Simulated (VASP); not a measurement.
# SrTe (Fm-3m) in VASP: a series of runs, part 2 of 2

VASP 6.6.1. The steps go on from the part before.

**3. Single point, r2SCAN (37.80 Å³/atom)**

This run uses another cell than the first one, of 37.80 Å³/atom.

POSCAR

```
SrTe
1.0
    0.0000000000      3.3560557132      3.3560557132
    3.3560557132      0.0000000000      3.3560557132
    3.3560557132      3.3560557132      0.0000000000
Sr Te
1 1
Direct
    0.5000000000      0.5000000000      0.5000000000
    0.0000000000      0.0000000000      0.0000000000
```

INCAR.step1

```
SYSTEM = SrTe
PREC = Accurate
ENCUT = 550
ISMEAR = 0
SIGMA = 0.05
LREAL = .FALSE.
LASPH = .TRUE.
NELM = 120
NBANDS = 15
GGA = PE
ALGO = Normal
EDIFF = 1E-5
LWAVE = .TRUE.
LCHARG = .FALSE.
GGA_COMPAT = .FALSE.
```

INCAR.step2

```
SYSTEM = SrTe
PREC = Accurate
ENCUT = 550
EDIFF = 1E-6
ISMEAR = 0
SIGMA = 0.05
LREAL = .FALSE.
LASPH = .TRUE.
NELM = 120
ALGO = Normal
ISIF = 2
LWAVE = .FALSE.
LCHARG = .TRUE.
METAGGA = R2SCAN
LMIXTAU = .TRUE.
LELF = .TRUE.
LVHAR = .TRUE.
NBANDS = 15
ISTART = 1
GGA_COMPAT = .FALSE.
```

KPOINTS

```
regular mesh
0
G
  6 6 6
  0 0 0
```

Potentials or basis: VASP PAW PBE potentials, release 64 (Sr_sv, Te).

The run is started by

```console
$ cat potpaw_PBE.64/Sr_sv/POTCAR potpaw_PBE.64/Te/POTCAR > POTCAR
$ cp INCAR.step1 INCAR
$ mpirun -np 1 vasp_std > vasp.out
$ cp INCAR.step2 INCAR
$ mpirun -np 1 vasp_std > vasp.out
```

OUTCAR:

```text
SYSTEM = SrTe
   PREC = Accurate
   ENCUT = 550
   EDIFF = 1E-6
   ISMEAR = 0
   LREAL = .FALSE.
   LASPH = .TRUE.
   NELM = 120
   ISIF = 2
   METAGGA = R2SCAN
   ISTART = 1

 ion  position               nearest neighbor table
   1  0.500  0.500  0.500-   2 3.36   2 3.36   2 3.36   2 3.36   2 3.36   2 3.36
   2  0.000  0.000  0.000-   1 3.36   1 3.36   1 3.36   1 3.36   1 3.36   1 3.36

  LATTYP: Found a face centered cubic cell.
 ALAT       =     6.7121114264

  Lattice vectors:

 A1 = (   0.0000000000,   3.3560557132,   3.3560557132)
 A2 = (   3.3560557132,   0.0000000000,   3.3560557132)
 A3 = (   3.3560557132,   3.3560557132,   0.0000000000)

Analysis of symmetry for initial positions (statically):
=====================================================================
 Subroutine PRICEL returns:
 Original cell was already a primitive cell.

 Routine SETGRP: Setting up the symmetry group for a
 face centered cubic supercell.

 Subroutine GETGRP returns: Found 48 space group operations
 (whereof 48 operations were pure point group operations)
 out of a pool of 48 trial point group operations.

The static configuration has the point symmetry O_h .

[... 165 lines left out ...]
      6       2.4674      2.00000
      7       2.4674      2.00000
      8       2.4674      2.00000
      9       5.9718      0.00000
     10       6.2102      0.00000
     11       6.2102      0.00000
     12       6.2102      0.00000
     13       6.8814      0.00000
     14       6.8814      0.00000
[... 257 lines left out ...]
      2     -14.9133      2.00000
      3     -14.8909      2.00000
      4     -14.8853      2.00000
      5      -7.2051      2.00000
      6       0.6810      2.00000
      7       1.1674      2.00000
      8       1.2326      2.00000
      9       5.7776      0.00000
     10       7.4404      0.00000
     11       7.9851      0.00000
     12       8.6928      0.00000
     13       9.1337      0.00000
     14       9.4744      0.00000
     15      11.5286      0.00000

------------------------ aborting loop because EDIFF is reached ----------------------------------------

  FORCE on cell =-STRESS in cart. coord.  units (eV):
  Direction    XX          YY          ZZ          XY          YZ          ZX
  --------------------------------------------------------------------------------------
  -------------------------------------------------------------------------------------
  Total       -0.0002943     -0.0002943     -0.0002943      0.0000000     -0.0000000      0.0000000
  in kB       -0.0062361     -0.0062361     -0.0062361      0.0000000     -0.0000000      0.0000000
  external PRESSURE =      -0.0062361 kB  Pullay stress =       0.0000000 kB

 VOLUME and BASIS-vectors are now :
 -----------------------------------------------------------------------------
  energy-cutoff  :      550.00
  volume of cell :       75.60
      direct lattice vectors                 reciprocal lattice vectors
     0.000000000  3.356055713  3.356055713    -0.148984416  0.148984416  0.148984416
     3.356055713  0.000000000  3.356055713     0.148984416 -0.148984416  0.148984416
     3.356055713  3.356055713  0.000000000     0.148984416  0.148984416 -0.148984416

 POSITION                                       TOTAL-FORCE (eV/Angst)
 -----------------------------------------------------------------------------------
      3.35606      3.35606      3.35606         0.000000      0.000000     -0.000000
      0.00000      0.00000      0.00000        -0.000000     -0.000000      0.000000
 -----------------------------------------------------------------------------------
    total drift:                                0.000000      0.000000      0.000000

  FREE ENERGIE OF THE ION-ELECTRON SYSTEM (eV)
  ---------------------------------------------------
  free  energy   TOTEN  =       -44.5970163418 eV

  energy  without entropy=      -44.5970163418  energy(sigma->0) =      -44.59701634
```

OSZICAR.step1:

```text
N       E                     dE             d eps       ncg     rms          rms(c)
DAV:   1     0.646922511923E+02    0.64692E+02   -0.69271E+03   480   0.924E+02
DAV:   2    -0.364022736698E+01   -0.68332E+02   -0.63936E+02   649   0.192E+02
DAV:   3    -0.829936253257E+01   -0.46591E+01   -0.46366E+01   880   0.381E+01
DAV:   4    -0.836160660241E+01   -0.62244E-01   -0.62238E-01   588   0.431E+00
DAV:   5    -0.836301796883E+01   -0.14114E-02   -0.14113E-02   751   0.545E-01    0.144E+01
DAV:   6    -0.826256400429E+01    0.10045E+00   -0.13850E-01   557   0.210E+00    0.857E+00
DAV:   7    -0.826722316545E+01   -0.46592E-02   -0.16737E-01   592   0.256E+00    0.109E+00
DAV:   8    -0.826745102569E+01   -0.22786E-03   -0.21791E-02   515   0.715E-01    0.397E-01
DAV:   9    -0.826756482475E+01   -0.11380E-03   -0.91136E-04   627   0.215E-01    0.199E-01
DAV:  10    -0.826780104244E+01   -0.23622E-03   -0.18128E-04   522   0.788E-02    0.399E-02
DAV:  11    -0.826781681254E+01   -0.15770E-04   -0.13042E-05   610   0.194E-02    0.420E-02
DAV:  12    -0.826781995309E+01   -0.31406E-05   -0.12257E-05   476   0.173E-02
   1 F= -.82678200E+01 E0= -.82678200E+01  d E =-.940302E-19
```

Wall time 1.7 min (1 thread of Intel Xeon 8259CL, shared host); peak memory 0.22 GiB.

What came out:

| Property | Result |
| --- | --- |
| Free energy | -44.5970 eV |
| Pressure | 0.0 GPa |
| Band gap on the k mesh | 2.15 eV (least direct gap 2.89 eV) |

Caveat: the PAW data sets were made with another functional, which shifts forces and pressure a little; spin-orbit coupling is left out, which moves the levels of the heavy elements. A k mesh can miss the band edges.

**4. Single point, r2SCAN (37.70 Å³/atom)**

This run uses another cell than the first one, of 37.70 Å³/atom.

POSCAR

```
SrTe
1.0
    0.0000000000      3.3530847491      3.3530847491
    3.3530847491      0.0000000000      3.3530847491
    3.3530847491      3.3530847491      0.0000000000
Sr Te
1 1
Direct
    0.5000000000      0.5000000000      0.5000000000
    0.0000000000      0.0000000000      0.0000000000
```

INCAR.step1

```
PREC = Accurate ; ENCUT = 550
ISMEAR = 0 ; SIGMA = 0.05
LREAL = False ; LASPH = True
NELM = 120 ; NBANDS = 15
GGA = PE ; ALGO = Normal
EDIFF = 1E-5 ; LWAVE = True
LCHARG = False ; GGA_COMPAT = False
```

INCAR.step2

```
PREC = Accurate ; ENCUT = 550
EDIFF = 1E-6 ; ISMEAR = 0
SIGMA = 0.05 ; LREAL = False
LASPH = True ; NELM = 120
ALGO = Normal ; ISIF = 2
LWAVE = False ; LCHARG = False
METAGGA = R2SCAN ; LMIXTAU = True
NBANDS = 15 ; ISTART = 1
GGA_COMPAT = False
```

KPOINTS

```
Automatic mesh
0
Gamma
  6 6 6
```

Potentials or basis: VASP PAW PBE potentials, release 64 (Sr_sv, Te).

The run is started by

```console
$ cat potpaw_PBE.64/Sr_sv/POTCAR potpaw_PBE.64/Te/POTCAR > POTCAR
$ cp INCAR.step1 INCAR
$ mpirun -np 1 vasp_std > vasp.out
$ cp INCAR.step2 INCAR
$ mpirun -np 1 vasp_std > vasp.out
```

OUTCAR:

```text
PREC = Accurate
   ENCUT = 550
   EDIFF = 1E-6
   ISMEAR = 0
   LREAL = False
   LASPH = True
   NELM = 120
   ISIF = 2
   METAGGA = R2SCAN
   ISTART = 1

 ion  position               nearest neighbor table
   1  0.500  0.500  0.500-   2 3.35   2 3.35   2 3.35   2 3.35   2 3.35   2 3.35
   2  0.000  0.000  0.000-   1 3.35   1 3.35   1 3.35   1 3.35   1 3.35   1 3.35

  LATTYP: Found a face centered cubic cell.
 ALAT       =     6.7061694982

  Lattice vectors:

 A1 = (   0.0000000000,   3.3530847491,   3.3530847491)
 A2 = (   3.3530847491,   0.0000000000,   3.3530847491)
 A3 = (   3.3530847491,   3.3530847491,   0.0000000000)

Analysis of symmetry for initial positions (statically):
=====================================================================
 Subroutine PRICEL returns:
 Original cell was already a primitive cell.

 Routine SETGRP: Setting up the symmetry group for a
 face centered cubic supercell.

 Subroutine GETGRP returns: Found 48 space group operations
 (whereof 48 operations were pure point group operations)
 out of a pool of 48 trial point group operations.

The static configuration has the point symmetry O_h .

Analysis of symmetry for dynamics (positions and initial velocities):
[... 166 lines left out ...]
      8       2.4861      2.00000
      9       6.0033      0.00000
     10       6.2266      0.00000
     11       6.2266      0.00000
     12       6.2266      0.00000
     13       6.9005      0.00000
     14       6.9005      0.00000
[... 257 lines left out ...]
      2     -14.8890      2.00000
      3     -14.8663      2.00000
      4     -14.8606      2.00000
      5      -7.1915      2.00000
      6       0.6945      2.00000
      7       1.1813      2.00000
      8       1.2472      2.00000
      9       5.7937      0.00000
     10       7.4662      0.00000
     11       8.0077      0.00000
     12       8.7201      0.00000
     13       9.1604      0.00000
     14       9.5069      0.00000
     15      11.5608      0.00000

------------------------ aborting loop because EDIFF is reached ----------------------------------------

  FORCE on cell =-STRESS in cart. coord.  units (eV):
  Direction    XX          YY          ZZ          XY          YZ          ZX
  --------------------------------------------------------------------------------------
  -------------------------------------------------------------------------------------
  Total        0.0436459      0.0436459      0.0436459     -0.0000000     -0.0000000     -0.0000000
  in kB        0.9274489      0.9274489      0.9274489     -0.0000000     -0.0000000     -0.0000000
  external PRESSURE =       0.9274489 kB  Pullay stress =       0.0000000 kB

 VOLUME and BASIS-vectors are now :
 -----------------------------------------------------------------------------
  energy-cutoff  :      550.00
  volume of cell :       75.40
      direct lattice vectors                 reciprocal lattice vectors
     0.000000000  3.353084749  3.353084749    -0.149116422  0.149116422  0.149116422
     3.353084749  0.000000000  3.353084749     0.149116422 -0.149116422  0.149116422
     3.353084749  3.353084749  0.000000000     0.149116422  0.149116422 -0.149116422

 POSITION                                       TOTAL-FORCE (eV/Angst)
 -----------------------------------------------------------------------------------
      3.35308      3.35308      3.35308         0.000000      0.000000      0.000000
      0.00000      0.00000      0.00000        -0.000000     -0.000000     -0.000000
 -----------------------------------------------------------------------------------
    total drift:                                0.000000      0.000000      0.000000

  FREE ENERGIE OF THE ION-ELECTRON SYSTEM (eV)
  ---------------------------------------------------
  free  energy   TOTEN  =       -44.5969451331 eV

  energy  without entropy=      -44.5969451331  energy(sigma->0) =      -44.59694513
```

Run time: 87 s. Hardware: 1 thread of Intel Xeon 8259CL, shared host; peak memory 0.22 GiB.

What came out:

```
Free energy            : -44.5969 eV
Pressure               : 0.1 GPa
Band gap on the k mesh : 2.14 eV (least direct gap 2.89 eV)
```

Caveat: the PAW data sets were made with another functional, which shifts forces and pressure a little; spin-orbit coupling is left out, which moves the levels of the heavy elements.

**5. Single point, r2SCAN (38.45 Å³/atom)**

This run uses another cell than the first one, of 38.45 Å³/atom.

POSCAR

```
SrTe
1.0
    0.0000000000      3.3752912555      3.3752912555
    3.3752912555      0.0000000000      3.3752912555
    3.3752912555      3.3752912555      0.0000000000
Sr Te
1 1
Direct
    0.5000000000      0.5000000000      0.5000000000
    0.0000000000      0.0000000000      0.0000000000
```

INCAR.step1

```
SYSTEM = SrTe
  ALGO = Normal
  EDIFF = 1E-5
  ENCUT = 550
  GGA = PE
  GGA_COMPAT = .FALSE.
  ISMEAR = 0
  LASPH = .TRUE.
  LCHARG = .FALSE.
  LREAL = .FALSE.
  LWAVE = .TRUE.
  NBANDS = 15
  NELM = 120
  PREC = Accurate
  SIGMA = 0.05
```

INCAR.step2

```
SYSTEM = SrTe
  ALGO = Normal
  EDIFF = 1E-6
  ENCUT = 550
  GGA_COMPAT = .FALSE.
  ISIF = 2
  ISMEAR = 0
  ISTART = 1
  LASPH = .TRUE.
  LCHARG = .FALSE.
  LMIXTAU = .TRUE.
  LREAL = .FALSE.
  LWAVE = .FALSE.
  METAGGA = R2SCAN
  NBANDS = 15
  NELM = 120
  PREC = Accurate
  SIGMA = 0.05
```

KPOINTS

```
k-points
0
G
  6 6 6
  0 0 0
```

The run is started by

```console
$ cat potpaw_PBE.64/Sr_sv/POTCAR potpaw_PBE.64/Te/POTCAR > POTCAR
$ cp INCAR.step1 INCAR
$ mpirun -np 1 vasp_std > vasp.out
$ cp INCAR.step2 INCAR
$ mpirun -np 1 vasp_std > vasp.out
```

Wall time 2.3 min (1 thread of Intel Xeon 8259CL, shared host); peak memory 0.26 GiB.

The run converged. Its results:

```yaml
Free_energy: -44.5947 eV
Pressure: -0.6 GPa
Band_gap_on_the_k_mesh: 2.19 eV (least direct gap 2.92 eV)
```

Levels at points of the mesh, in eV from the valence-band top:
```csv
k point,band 4,band 5,band 6,band 7,band 8,band 9,band 10,band 11,band 12,band 13
"(0.00, 0.00, 0.00)",-17.36,-10.15,0.00,0.00,0.00,3.42,3.76,3.76,3.76,4.41
"(0.50, 0.00, 0.00)",-17.36,-9.55,-2.69,-1.03,-1.03,4.34,5.66,5.84,5.84,7.13
"(0.50, 0.50, 0.00)",-17.39,-9.71,-1.94,-0.73,-0.73,2.19,4.46,5.30,6.59,6.61
```

Caveat: the PAW data sets were made with another functional, which shifts forces and pressure a little; spin-orbit coupling is left out, which moves the levels of the heavy elements. A k mesh can miss the band edges.

**6. The runs side by side**

```tsv
cell	gap on the mesh (eV)	pressure (GPa)
a = 4.710 Å, angles 60.0°, 2 atoms	2.09	0.8
a = 4.746 Å, angles 60.0°, 2 atoms	2.15	0.0
a = 4.742 Å, angles 60.0°, 2 atoms	2.14	0.1
a = 4.773 Å, angles 60.0°, 2 atoms	2.19	-0.6
```

Alike in all rows: task single point; level r2SCAN; potentials or basis VASP PAW PBE potentials, release 64 (Sr_sv, Te); no spin polarisation; k mesh 6 × 6 × 6; cutoff (eV) 550; smearing gaussian 0.05 eV.

Caveats: the PAW data sets were made with another functional, which shifts forces and pressure a little; spin-orbit coupling is left out, which moves the levels of the heavy elements.

Total energies depend on the potentials used, so only differences within one code and one set of settings carry meaning.
